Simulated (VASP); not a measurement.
# C (Fdd2) in VASP: a series of runs, part 2 of 2

VASP 6.6.1.

**3. Single point, PBE**

This run uses another cell than the first one, of 7.53 Å³/atom.

The input, INCAR:

```
SYSTEM = C
ALGO = Normal
EDIFF = 1E-6
ENCUT = 520
GGA = PE
ISIF = 2
ISMEAR = 0
LASPH = .TRUE.
LCHARG = .TRUE.
LELF = .TRUE.
LREAL = .FALSE.
LVHAR = .TRUE.
LWAVE = .FALSE.
NBANDS = 21
NELM = 80
PREC = Accurate
SIGMA = 0.02
```

The input, KPOINTS:

```
k-points
0
G
  10 10 10
  0 0 0
```

The input, POSCAR:

```
C
1.0
    0.0000000000      4.5490052232      2.2683985357
    2.1890806272      0.0000000000      2.2683985357
    2.1890806272      4.5490052232      0.0000000000
C
6
Direct
    0.2138251202      0.2138251202      0.2861748798
    0.9638251202      0.9638251202      0.0361748798
    0.9207911228      0.6072447869      0.3443950068
    0.6072447869      0.9207911228      0.1275690834
    0.1224309166      0.9056049932      0.6427552131
    0.9056049932      0.1224309166      0.3292088772
```

Potentials or basis: VASP PAW PBE potentials, release 64 (C).

Command:

```console
$ cat potpaw_PBE.64/C/POTCAR > POTCAR
$ mpirun -np 1 vasp_std > vasp.out
```

OUTCAR:

```text
SYSTEM = C
   EDIFF = 1E-6
   ENCUT = 520
   GGA = PE
   ISIF = 2
   ISMEAR = 0
   LASPH = .TRUE.
   LREAL = .FALSE.
   NELM = 80
   PREC = Accurate

 ion  position               nearest neighbor table
   1  0.214  0.214  0.286-   4 1.47   3 1.47   6 1.51   5 1.51
   2  0.964  0.964  0.036-   5 1.47   6 1.47   3 1.51   4 1.51
   3  0.921  0.607  0.344-   1 1.47   2 1.51   6 1.58   6 1.58
   4  0.607  0.921  0.128-   1 1.47   2 1.51   5 1.58   5 1.58
   5  0.122  0.906  0.643-   2 1.47   1 1.51   4 1.58   4 1.58
   6  0.906  0.122  0.329-   2 1.47   1 1.51   3 1.58   3 1.58

  LATTYP: Found a face centered orthorhombic cell.
 ALAT       =     4.3781612544
 B/A-ratio  =     1.0362334340
 C/A-ratio  =     2.0780437078

  Lattice vectors:

 A1 = (   0.0000000000,   4.5490052232,   2.2683985357)
 A2 = (  -2.1890806272,   4.5490052232,   0.0000000000)
 A3 = (  -2.1890806272,   0.0000000000,   2.2683985357)

Analysis of symmetry for initial positions (statically):
=====================================================================
 Subroutine PRICEL returns:
 Original cell was already a primitive cell.

 Routine SETGRP: Setting up the symmetry group for a
 face centered orthorhombic supercell.

 Subroutine GETGRP returns: Found  4 space group operations
 (whereof  2 operations were pure point group operations)
 out of a pool of  8 trial point group operations.

The static configuration has the point symmetry C_2 .
 The point group associated with its full space group is C_2v.

Analysis of symmetry for dynamics (positions and initial velocities):
=====================================================================
 Subroutine PRICEL returns:
 Original cell was already a primitive cell.

 Routine SETGRP: Setting up the symmetry group for a
 face centered orthorhombic supercell.

 Subroutine GETGRP returns: Found  4 space group operations
 (whereof  2 operations were pure point group operations)
 out of a pool of  8 trial point group operations.

The dynamic configuration has the point symmetry C_2 .
 The point group associated with its full space group is C_2v.

 Subroutine INISYM returns: Found  4 space group operations
 (whereof  2 operations are pure point group operations),
 and found     1 'primitive' translations

----------------------------------------------------------------------------------------

                                     Primitive cell

  volume of cell :      45.1781

  direct lattice vectors                    reciprocal lattice vectors
     0.000000000  4.549005223  2.268398536    -0.228406388  0.109914141  0.220419821
     2.189080627  0.000000000  2.268398536     0.228406388 -0.109914141  0.220419821
     2.189080627  4.549005223  0.000000000     0.228406388  0.109914141 -0.220419821

  length of vectors
     5.083215561  3.152412712  5.048318781     0.335909950  0.335909950  0.335909950

  position of ions in fractional coordinates (direct lattice)
     0.213825120  0.213825120  0.286174880
     0.963825120  0.963825120  0.036174880
     0.920791123  0.607244787  0.344395007
     0.607244787  0.920791123  0.127569083
     0.122430917  0.905604993  0.642755213
[... 38 lines left out ...]
            Coordinates               Weight
  0.000000  0.000000  0.000000      1.000000
  0.100000 -0.000000  0.000000      8.000000
  0.200000 -0.000000  0.000000      8.000000
  0.300000 -0.000000  0.000000      8.000000
  0.400000 -0.000000 -0.000000      8.000000
  0.500000 -0.000000 -0.000000      4.000000
[... 16 lines left out ...]
  0.300000  0.300000  0.000000      2.000000
  0.400000  0.300000 -0.000000      8.000000
 [... further k-points ...]
   k-points           NKPTS =    171   k-points in BZ     NKDIM =    171   number of bands    NBANDS=     21
   number of dos      NEDOS =    301   number of ions     NIONS =      6
   total plane-waves  NPLWV =  38400
   dimension x,y,z NGX =    40 NGY =   24 NGZ =   40
   dimension x,y,z NGXF=    80 NGYF=   48 NGZF=   80
   ions per type =               6
   NGX,Y,Z   is equivalent  to a cutoff of  13.08, 12.66, 13.17 a.u.
   NGXF,Y,Z  is equivalent  to a cutoff of  26.16, 25.31, 26.34 a.u.
 SYSTEM =  C
   PREC   = accura    normal or accurate (medium, high low for compatibility)
   ISTART =      0    job   : 0-new  1-cont  2-samecut
   ICHARG =      2    charge: 1-file 2-atom 10-const
   ISPIN  =      1    spin polarized calculation?
   LNONCOLLINEAR =      F non collinear calculations
   LSORBIT =      F    spin-orbit coupling
   LASPH  =      T    aspherical Exc in radial PAW
   ENCUT  =  520.0 eV  38.22 Ry    6.18 a.u.   9.45  5.86  9.39*2*pi/ulx,y,z
   NELM   =     80;   NELMIN=  2; NELMDL= -5     # of ELM steps
   EDIFF  = 0.1E-05   stopping-criterion for ELM
   LREAL  =      F    real-space projection
   EDIFFG = 0.1E-04   stopping-criterion for IOM
   NSW    =      0    number of steps for IOM
   IBRION =     -1    ionic relax: 0-MD 1-quasi-New 2-CG
   NFREE  =      0    steps in history (QN), initial steepest desc. (CG)
   ISIF   =      2    stress and relaxation
   ISYM   =      2    0-nonsym 1-usesym 2-fastsym
   POTIM  = 0.5000    time-step for ionic-motion
   TEBEG  =    0.0;   TEEND  =   0.0 temperature during run
   PSTRESS=    0.0 pullay stress
   NELECT =      24.0000    total number of electrons
   NUPDOWN=      -1.0000    fix difference up-down
   EMIN   =  10.00;   EMAX   =-10.00  energy-range for DOS
   EFERMI =   0.00;   METHOD = LEGACY
   ISMEAR =     0;   SIGMA  =   0.02  broadening in eV -4-tet -1-fermi 0-gaus
   EFERMI_NEDOS =   21; number of points for ismear=-14 and -15
   IALGO  =     38    algorithm
   IMIX   =      4    mixing-type and parameters
     AMIX     =   0.40;   BMIX     =  1.00
     AMIX_MAG =   1.60;   BMIX_MAG =  1.00
  volume/ion in A,a.u.               =       7.53        50.81
  Fermi-wavevector in a.u.,A,eV,Ry     =   1.325875  2.505541 23.918303  1.757946
  Thomas-Fermi vector in A             =   2.455304
   LORBIT       =      0    0 simple, 1 ext, 2 COOP (PROOUT), +10 PAW based schemes
   GGA     = PE    functional components
   LHFCALC =     F    Hartree Fock is set to
   AEXX    =    0.0000 exact exchange contribution
   IVDW    =     0    specifies the selected vdW correction
   LEPSILON=     F    determine dielectric tensor
   LRPA    =     F    only Hartree local field effects (RPA)
 non-spin polarized calculation
 Gauss-broadening in eV      SIGMA  =   0.02
  energy-cutoff  :      520.00
  volume of cell :       45.18
 maximum number of plane-waves:      1238
 NGX is ok and might be reduce to    40
   NGX = 19   NGY = 11   NGZ = 19

 number of electron      24.0000001 magnetization

 Free energy of the ion-electron system (eV)
  ---------------------------------------------------
  ext. energy  EPLUGINS =         0.00000000
  ---------------------------------------------------
  free energy    TOTEN  =       -45.09713300 eV

  energy without entropy =      -45.09713300  energy(sigma->0) =      -45.09713300

 E-fermi :   6.0238     XC(G=0): -11.4935

 val. band max:        5.8904435303   @ k =   0.0000   0.4000   0.4000
 cond. band min:       7.1331518682   @ k =  -0.1000   0.3000   0.4000
 fundamental gap:      1.2427083379
 Fermi energy:         6.0238049136

 k-point     1 :       0.0000    0.0000    0.0000
  band No.  band energies     occupation
      1     -14.6711      2.00000
      2     -10.8414      2.00000
      3      -9.6344      2.00000
      4      -5.8532      2.00000
      5      -1.6579      2.00000
      6      -0.1247      2.00000
[... 565 lines left out ...]
     20      17.6481      0.00000
     21      18.4243      0.00000

 [... further k-points ...]

------------------------ aborting loop because EDIFF is reached ----------------------------------------

  FORCE on cell =-STRESS in cart. coord.  units (eV):
  Direction    XX          YY          ZZ          XY          YZ          ZX
  --------------------------------------------------------------------------------------
  -------------------------------------------------------------------------------------
  Total        0.0756928      0.1875282      0.0850282      0.0000000      0.0000000      0.0000000
  in kB        2.6843422      6.6504269      3.0154088      0.0000000      0.0000000      0.0000000
  external PRESSURE =       4.1167260 kB  Pullay stress =       0.0000000 kB

 VOLUME and BASIS-vectors are now :
 -----------------------------------------------------------------------------
  energy-cutoff  :      520.00
  volume of cell :       45.18
      direct lattice vectors                 reciprocal lattice vectors
     0.000000000  4.549005223  2.268398536    -0.228406388  0.109914141  0.220419821
     2.189080627  0.000000000  2.268398536     0.228406388 -0.109914141  0.220419821
     2.189080627  4.549005223  0.000000000     0.228406388  0.109914141 -0.220419821

 POSITION                                       TOTAL-FORCE (eV/Angst)
 -----------------------------------------------------------------------------------
      1.09454      2.27450      0.97008         0.000000      0.000000      0.023289
      2.18908      4.54901      4.37268         0.000000     -0.000000      0.023289
      2.08322      5.75534      3.46619         0.011919      0.010405     -0.011645
      2.29495      3.34267      3.46619        -0.011919     -0.010405     -0.011645
      3.38949      3.48084      2.33200        -0.011919      0.010405     -0.011645
      0.98868      5.61717      2.33200         0.011919     -0.010405     -0.011645
 -----------------------------------------------------------------------------------
    total drift:                                0.000005     -0.000004     -0.000792

  FREE ENERGIE OF THE ION-ELECTRON SYSTEM (eV)
  ---------------------------------------------------
  free  energy   TOTEN  =       -45.0971330002 eV

  energy  without entropy=      -45.0971330002  energy(sigma->0) =      -45.09713300
```

stdout:

```text
POSCAR found type information on POSCAR C
 POSCAR found :  1 types and       6 ions
 scaLAPACK will be used
 LDA part: xc-table for (Slater+PW92), standard interpolation
 POSCAR, INCAR and KPOINTS ok, starting setup
 FFT: planning ... GRIDC
 FFT: planning ... GRID_SOFT
 FFT: planning ... GRID
 WAVECAR not read
 entering main loop
```

Wall time 4.8 min (1 thread of Intel Xeon 8259CL, shared host); peak memory 0.25 GiB.

Results:

* Free energy: -45.0971 eV
* Pressure: 0.4 GPa
* Largest force: 0.023 eV/Å
* Band gap on the k mesh: 1.24 eV (least direct gap 1.37 eV)

Forces in eV/Å, atoms in the order of the input:
```
C    0.000  0.000  0.023
C    0.000  0.000  0.023
C    0.012  0.010 -0.012
C   -0.012 -0.010 -0.012
C   -0.012  0.010 -0.012
C    0.012 -0.010 -0.012
```
